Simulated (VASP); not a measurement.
KCl, 4 atoms in the cell. It takes space group P6_3/mmc (No. 194, hexagonal). The conventional cell has a = 5.344 Å, b = 5.344 Å, c = 6.239 Å, α = 90.00°, β = 90.00°, γ = 120.00°. K (site symmetry -6m2) has 5 Cl at 3.09 to 3.12 Å within 4.1 Å. Cl (site symmetry -6m2) has 5 K at 3.09 to 3.12 Å within 4.1 Å. 

| Property | Result |
| --- | --- |
| Program | VASP 6.6.1 |
| Task | single point |
| Functional | r2SCAN |
| Potentials or basis | VASP PAW PBE potentials, release 64 (K_sv, Cl) |
| Cutoff | 520 eV |
| k mesh | 6 × 6 × 4 |
| Occupations | gaussian, width 0.01 eV |
| Spin | no spin polarisation |
| Dipole correction | no |
| Further INCAR settings | ALGO = Normal; EDIFF = 1e-07; NBANDS = 24 |

Potentials or basis: VASP PAW PBE potentials, release 64 (K_sv, Cl).

Launch:

```bash
$ cat potpaw_PBE.64/K_sv/POTCAR potpaw_PBE.64/Cl/POTCAR > POTCAR
$ cp INCAR.step1 INCAR
$ mpirun -np 1 vasp_std > vasp.out
$ cp INCAR.step2 INCAR
$ mpirun -np 1 vasp_std > vasp.out
```

Hardware: 1 thread of Intel Xeon 8259CL (shared host).

Task: How long does it take, and how much memory?

Result: Wall time 9.2 min on 1 thread of Intel Xeon 8259CL, on a shared host, peak memory 0.32 GiB. Counts: k points 21.
